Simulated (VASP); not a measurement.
# Br (Im-3m) in VASP: a series of runs

Runs on Br. Level: PBE. Tasks: single point.

Program: VASP 6.6.1. These are calculated values, not measurements. Logs are shortened: lines on timing, memory, paths and dates and some standing lists are left out, and cuts for length are marked.

**1. The cell of the first run**

Symmetry: Im-3m, No. 229, cubic system. The conventional cell has a = 3.181 Å, b = 3.181 Å, c = 3.181 Å, α = 90.00°, β = 90.00°, γ = 90.00°. Within 3.6 Å of Br (site symmetry m-3m) lie 14 Br at 2.76 to 3.18 Å.

**2. Single point, PBE (volume scaled by 0.6)**

File INCAR:

```
SYSTEM = Br
PREC = Accurate
ENCUT = 520
EDIFF = 1E-7
ISMEAR = -1
SIGMA = 0.08
LREAL = .FALSE.
LASPH = .TRUE.
NELM = 100
ALGO = Normal
ISIF = 2
LWAVE = .FALSE.
LCHARG = .FALSE.
GGA = PE
NBANDS = 10
```

File KPOINTS:

```
regular mesh
0
G
  16 16 16
  0 0 0
```

File POSCAR:

```
Br
1.0
   -1.5907018369      1.5907018369      1.5907018369
    1.5907018369     -1.5907018369      1.5907018369
    1.5907018369      1.5907018369     -1.5907018369
Br
1
Direct
    0.0000000000      0.0000000000      0.0000000000
```

Potentials or basis: VASP PAW PBE potentials, release 64 (Br).

Launch:

```
$ cat potpaw_PBE.64/Br/POTCAR > POTCAR
$ mpirun -np 1 vasp_std > vasp.out
```

OUTCAR:

```text
SYSTEM = Br
   PREC = Accurate
   ENCUT = 520
   EDIFF = 1E-7
   ISMEAR = -1
   LREAL = .FALSE.
   LASPH = .TRUE.
   NELM = 100
   ISIF = 2
   GGA = PE

 ion  position               nearest neighbor table
   1  0.000  0.000  0.000-

  LATTYP: Found a body centered cubic cell.
 ALAT       =     3.1814036738

  Lattice vectors:

 A1 = (  -1.5907018369,   1.5907018369,   1.5907018369)
 A2 = (   1.5907018369,  -1.5907018369,   1.5907018369)
 A3 = (   1.5907018369,   1.5907018369,  -1.5907018369)

Analysis of symmetry for initial positions (statically):
=====================================================================
 Subroutine PRICEL returns:
 Original cell was already a primitive cell.

 Routine SETGRP: Setting up the symmetry group for a
 body centered cubic supercell.

 Subroutine GETGRP returns: Found 48 space group operations
 (whereof 48 operations were pure point group operations)
 out of a pool of 48 trial point group operations.

The static configuration has the point symmetry O_h .

Analysis of symmetry for dynamics (positions and initial velocities):
=====================================================================
 Subroutine PRICEL returns:
 Original cell was already a primitive cell.

 Routine SETGRP: Setting up the symmetry group for a
 body centered cubic supercell.

 Subroutine GETGRP returns: Found 48 space group operations
 (whereof 48 operations were pure point group operations)
 out of a pool of 48 trial point group operations.

The dynamic configuration has the point symmetry O_h .

 Subroutine INISYM returns: Found 48 space group operations
 (whereof 48 operations are pure point group operations),
 and found     1 'primitive' translations

----------------------------------------------------------------------------------------

                                     Primitive cell

  volume of cell :      16.1000

  direct lattice vectors                    reciprocal lattice vectors
    -1.590701837  1.590701837  1.590701837     0.000000000  0.314326663  0.314326663
     1.590701837 -1.590701837  1.590701837     0.314326663  0.000000000  0.314326663
     1.590701837  1.590701837 -1.590701837     0.314326663  0.314326663  0.000000000

  length of vectors
     2.755176401  2.755176401  2.755176401     0.444525030  0.444525030  0.444525030

  position of ions in fractional coordinates (direct lattice)
     0.000000000  0.000000000  0.000000000

  ion indices of the primitive-cell ions
   primitive index   ion index
                 1           1

----------------------------------------------------------------------------------------

 KPOINTS: regular mesh

Automatic generation of k-mesh.
 Grid dimensions read from file:
 generate k-points for:   16   16   16

 Generating k-lattice:

  Cartesian coordinates                     Fractional coordinates (reciprocal lattice)
     0.000000000  0.019645416  0.019645416     0.062500000  0.000000000  0.000000000
     0.019645416  0.000000000  0.019645416     0.000000000  0.062500000  0.000000000
     0.019645416  0.019645416  0.000000000     0.000000000  0.000000000  0.062500000

  Length of vectors
     0.027782814  0.027782814  0.027782814

  Shift w.r.t. Gamma in fractional coordinates (k-lattice)
     0.000000000  0.000000000  0.000000000

 Subroutine IBZKPT returns following result:
 ===========================================

 Found    145 irreducible k-points:

 Following reciprocal coordinates:
            Coordinates               Weight
  0.000000  0.000000  0.000000      1.000000
  0.062500  0.000000  0.000000     12.000000
  0.125000  0.000000  0.000000     12.000000
  0.187500  0.000000  0.000000     12.000000
  0.250000  0.000000  0.000000     12.000000
  0.312500  0.000000  0.000000     12.000000
[... 16 lines left out ...]
  0.187500  0.187500  0.000000     24.000000
  0.250000  0.187500  0.000000     48.000000
 [... further k-points ...]
   k-points           NKPTS =    145   k-points in BZ     NKDIM =    145   number of bands    NBANDS=     10
   number of dos      NEDOS =    301   number of ions     NIONS =      1
   total plane-waves  NPLWV =   8000
   dimension x,y,z NGX =    20 NGY =   20 NGZ =   20
   dimension x,y,z NGXF=    40 NGYF=   40 NGZF=   40
   ions per type =               1
   NGX,Y,Z   is equivalent  to a cutoff of  12.07, 12.07, 12.07 a.u.
   NGXF,Y,Z  is equivalent  to a cutoff of  24.14, 24.14, 24.14 a.u.
 SYSTEM =  Br
   PREC   = accura    normal or accurate (medium, high low for compatibility)
   ISTART =      0    job   : 0-new  1-cont  2-samecut
   ICHARG =      2    charge: 1-file 2-atom 10-const
   ISPIN  =      1    spin polarized calculation?
   LNONCOLLINEAR =      F non collinear calculations
   LSORBIT =      F    spin-orbit coupling
   LASPH  =      T    aspherical Exc in radial PAW
   ENCUT  =  520.0 eV  38.22 Ry    6.18 a.u.   5.12  5.12  5.12*2*pi/ulx,y,z
   NELM   =    100;   NELMIN=  2; NELMDL= -5     # of ELM steps
   EDIFF  = 0.1E-06   stopping-criterion for ELM
   LREAL  =      F    real-space projection
   EDIFFG = 0.1E-05   stopping-criterion for IOM
   NSW    =      0    number of steps for IOM
   IBRION =     -1    ionic relax: 0-MD 1-quasi-New 2-CG
   NFREE  =      0    steps in history (QN), initial steepest desc. (CG)
   ISIF   =      2    stress and relaxation
   ISYM   =      2    0-nonsym 1-usesym 2-fastsym
   POTIM  = 0.5000    time-step for ionic-motion
   TEBEG  =    0.0;   TEEND  =   0.0 temperature during run
   PSTRESS=    0.0 pullay stress
   NELECT =       7.0000    total number of electrons
   NUPDOWN=      -1.0000    fix difference up-down
   EMIN   =  10.00;   EMAX   =-10.00  energy-range for DOS
   EFERMI =   0.00;   METHOD = LEGACY
   ISMEAR =    -1;   SIGMA  =   0.08  broadening in eV -4-tet -1-fermi 0-gaus
   EFERMI_NEDOS =   21; number of points for ismear=-14 and -15
   IALGO  =     38    algorithm
   IMIX   =      4    mixing-type and parameters
     AMIX     =   0.40;   BMIX     =  1.00
     AMIX_MAG =   1.60;   BMIX_MAG =  1.00
  volume/ion in A,a.u.               =      16.10       108.65
  Fermi-wavevector in a.u.,A,eV,Ry     =   1.240220  2.343676 20.927742  1.538146
  Thomas-Fermi vector in A             =   2.374670
   LORBIT       =      0    0 simple, 1 ext, 2 COOP (PROOUT), +10 PAW based schemes
   GGA     = PE    functional components
   LHFCALC =     F    Hartree Fock is set to
   AEXX    =    0.0000 exact exchange contribution
   IVDW    =     0    specifies the selected vdW correction
   LEPSILON=     F    determine dielectric tensor
   LRPA    =     F    only Hartree local field effects (RPA)
 non-spin polarized calculation
  energy-cutoff  :      520.00
  volume of cell :       16.10
 maximum number of plane-waves:       456
   NGX = 11   NGY = 11   NGZ = 11

 number of electron       6.9999998 magnetization

 Free energy of the ion-electron system (eV)
  ---------------------------------------------------
  ext. energy  EPLUGINS =         0.00000000
  ---------------------------------------------------
  free energy    TOTEN  =         0.03773025 eV

  energy without entropy =        0.05450936  energy(sigma->0) =        0.04611980

 E-fermi :   8.4585     XC(G=0): -11.7471

 val. band max:        8.4546632736   @ k =  -0.2500   0.2500   0.1250
 cond. band min:       8.4813524544   @ k =   0.3750   0.0625   0.0625
 fundamental gap:      0.0266891808
 Fermi energy:         8.4585220030

 k-point     1 :       0.0000    0.0000    0.0000
  band No.  band energies     occupation
      1     -11.5840      2.00000
      2      10.4044      0.00000
      3      10.4044      0.00000
      4      10.4044      0.00000
      5      20.8848      0.00000
      6      21.1836      0.00000
      7      21.1836      0.00000
      8      21.1836      0.00000
      9      24.7875      0.00000
     10      24.7875      0.00000

 k-point     2 :       0.0625    0.0000    0.0000
  band No.  band energies     occupation
      1     -11.4869      2.00000
      2       9.8204      0.00000
      3      10.2005      0.00000
      4      10.3692      0.00000
      5      20.7938      0.00000
      6      20.8036      0.00000
      7      21.5271      0.00000
      8      21.5952      0.00000
      9      23.8782      0.00000
     10      24.4651      0.00000

 k-point     3 :       0.1250    0.0000    0.0000
  band No.  band energies     occupation
      1     -11.1980      2.00000
      2       8.3638      1.53113
      3       9.6776      0.00000
      4      10.2674      0.00000
      5      19.7876      0.00000
      6      19.9381      0.00000
      7      22.7405      0.00000
      8      22.7711      0.00000
      9      23.6302      0.00000
     10      24.0326      0.00000

 k-point     4 :       0.1875    0.0000    0.0000
  band No.  band energies     occupation
      1     -10.7256      2.00000
      2       6.4992      2.00000
      3       9.0106      0.00201
      4      10.1122      0.00000
      5      18.4780      0.00000
      6      19.0040      0.00000
      7      23.4212      0.00000
      8      23.8639      0.00000
      9      24.4417      0.00000
     10      25.1851      0.00000

 k-point     5 :       0.2500    0.0000    0.0000
  band No.  band energies     occupation
      1     -10.0869      2.00000
      2       4.5248      2.00000
      3       8.3430      1.61800
      4       9.9261      0.00000
      5      17.3040      0.00000
      6      18.1618      0.00000
      7      24.0337      0.00000
      8      24.0651      0.00000
      9      26.5495      0.00000
     10      27.2699      0.00000

 k-point     6 :       0.3125    0.0000    0.0000
  band No.  band energies     occupation
      1      -9.3173      2.00000
      2       2.6229      2.00000
      3       7.7640      1.99966
      4       9.7379      0.00000
      5      16.3769      0.00000
      6      17.4765      0.00000
      7      24.5440      0.00000
      8      24.9135      0.00000
      9      28.9629      0.00000
     10      29.1986      0.00000

 k-point     7 :       0.3750    0.0000    0.0000
  band No.  band energies     occupation
      1      -8.4928      2.00000
      2       0.9479      2.00000
      3       7.3240      2.00000
      4       9.5778      0.00000
      5      15.7161      0.00000
      6      16.9757      0.00000
      7      25.3703      0.00000
      8      25.9310      0.00000
      9      30.2623      0.00000
     10      31.4605      0.00000

 k-point     8 :       0.4375    0.0000    0.0000
  band No.  band energies     occupation
      1      -7.7793      2.00000
      2      -0.2904      2.00000
      3       7.0508      2.00000
      4       9.4709      0.00001
      5      15.3216      0.00000
      6      16.6716      0.00000
      7      26.4583      0.00000
      8      27.0239      0.00000
      9      29.7406      0.00000
     10      29.9970      0.00000

 k-point     9 :       0.5000    0.0000    0.0000
  band No.  band energies     occupation
      1      -7.4744      2.00000
      2      -0.7724      2.00000
      3       6.9584      2.00000
      4       9.4333      0.00001
      5      15.1905      0.00000
      6      16.5697      0.00000
      7      27.3779      0.00000
      8      27.7104      0.00000
      9      28.5954      0.00000
     10      29.4580      0.00000
[... 118 lines left out ...]
 k-point    19 :       0.2500    0.1250   -0.0000
  band No.  band energies     occupation
      1      -9.0677      2.00000
      2       2.6484      2.00000
      3       6.6675      2.00000
      4       9.0312      0.00155
      5      17.2172      0.00000
      6      18.7094      0.00000
      7      22.9343      0.00000
      8      26.0808      0.00000
      9      27.8165      0.00000
     10      30.7296      0.00000

 k-point    20 :       0.3125    0.1250    0.0000
  band No.  band energies     occupation
      1      -8.2677      2.00000
      2       1.1308      2.00000
      3       6.0771      2.00000
      4       8.8159      0.02271
      5      16.6834      0.00000
      6      18.5282      0.00000
      7      23.5047      0.00000
      8      27.4824      0.00000
      9      28.9470      0.00000
     10      30.6170      0.00000

 k-point    21 :       0.3750    0.1250    0.0000
  band No.  band energies     occupation
      1      -7.5839      2.00000
      2      -0.0129      2.00000
      3       5.7243      2.00000
      4       8.6750      0.12518
      5      16.3530      0.00000
      6      18.4098      0.00000
      7      24.4038      0.00000
      8      26.9409      0.00000
      9      30.1343      0.00000
     10      31.6277      0.00000

 k-point    22 :       0.4375    0.1250    0.0000
  band No.  band energies     occupation
      1      -7.2954      2.00000
      2      -0.4593      2.00000
      3       5.6071      2.00000
      4       8.6261      0.21928
      5      16.2417      0.00000
      6      18.3678      0.00000
      7      25.3120      0.00000
      8      25.9459      0.00000
      9      30.8950      0.00000
     10      31.9062      0.00000

 k-point    23 :       0.1875    0.1875    0.0000
  band No.  band energies     occupation
      1      -9.1443      2.00000
      2       3.0975      2.00000
      3       6.2671      2.00000
      4       8.9304      0.00547
      5      17.6562      0.00000
      6      19.1392      0.00000
      7      23.6506      0.00000
      8      24.0363      0.00000
      9      28.3782      0.00000
     10      30.7804      0.00000

 k-point    24 :       0.2500    0.1875    0.0000
  band No.  band energies     occupation
      1      -8.3852      2.00000
      2       1.8638      2.00000
      3       5.2487      2.00000
      4       8.6470      0.17326
      5      17.3484      0.00000
      6      19.3635      0.00000
      7      23.6778      0.00000
      8      25.4880      0.00000
      9      29.4393      0.00000
     10      30.4879      0.00000

 [... further k-points ...]
[... 5 lines left out ...]
  --------------------------------------------------------------------------------------
  -------------------------------------------------------------------------------------
  Total        5.3211276      5.3211276      5.3211276      0.0000000     -0.0000000      0.0000000
  in kB      529.5267670    529.5267670    529.5267670      0.0000000     -0.0000000      0.0000000
  external PRESSURE =     529.5267670 kB  Pullay stress =       0.0000000 kB

 VOLUME and BASIS-vectors are now :
 -----------------------------------------------------------------------------
  energy-cutoff  :      520.00
  volume of cell :       16.10
      direct lattice vectors                 reciprocal lattice vectors
    -1.590701837  1.590701837  1.590701837     0.000000000  0.314326663  0.314326663
     1.590701837 -1.590701837  1.590701837     0.314326663  0.000000000  0.314326663
     1.590701837  1.590701837 -1.590701837     0.314326663  0.314326663  0.000000000

 POSITION                                       TOTAL-FORCE (eV/Angst)
 -----------------------------------------------------------------------------------
      0.00000      0.00000      0.00000         0.000000      0.000000      0.000000
 -----------------------------------------------------------------------------------
    total drift:                               -0.000000      0.000000     -0.000000

  FREE ENERGIE OF THE ION-ELECTRON SYSTEM (eV)
  ---------------------------------------------------
  free  energy   TOTEN  =         0.0377302493 eV

  energy  without entropy=        0.0545093600  energy(sigma->0) =        0.04611980
```

Run time: 12 s. Hardware: 1 thread of AMD EPYC 7R43 (Zen 3), shared host; peak memory 0.1 GiB.

What came out:

* Free energy: 0.0377 eV
* Pressure: 53.0 GPa

Caveat: an odd number of electrons without spin polarisation forces a metal; a magnetic or distorted state may lie lower.

[end of part 1 of 2]
